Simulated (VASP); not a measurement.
**Pt: single point with r2SCAN**

Crystal: Pt.

```xyz
1
Lattice="-1.5842 1.5842 1.5842 1.5842 -1.5842 1.5842 1.5842 1.5842 -1.5842" Properties=species:S:1:pos:R:3 pbc="T T T"
Pt    0.0000    0.0000    0.0000
```

```yaml
Program: VASP 6.6.1
Task: single point
Functional: r2SCAN
Potentials_or_basis: VASP PAW PBE potentials, release 64 (Pt)
Cutoff: 520 eV
k_mesh: 13 × 13 × 13
Occupations: fermi-dirac, width 0.08 eV
Spin: collinear spin, ferromagnetic start
Starting_moments: "[0.1] μB"
Fixed_moment: 0.1 μB
Dipole_correction: no
Further_INCAR_settings: ALGO = Normal; EDIFF = 1e-06; NBANDS = 15
```

```yaml
Pressure: -5.7 GPa
Net_moment: 0.10 μB per cell
Site_moments: Pt +0.10 μB
Valence_electrons_inside_the_program's_atomic_spheres: Pt 9.19
```

Run time: 64 s on 1 thread of AMD EPYC 9R45 (Zen 5) (shared host), peak memory 0.12 GiB.

Caveat: the PAW data sets were made with another functional, which shifts forces and pressure a little; the total moment is fixed, so each spin has its own Fermi level.
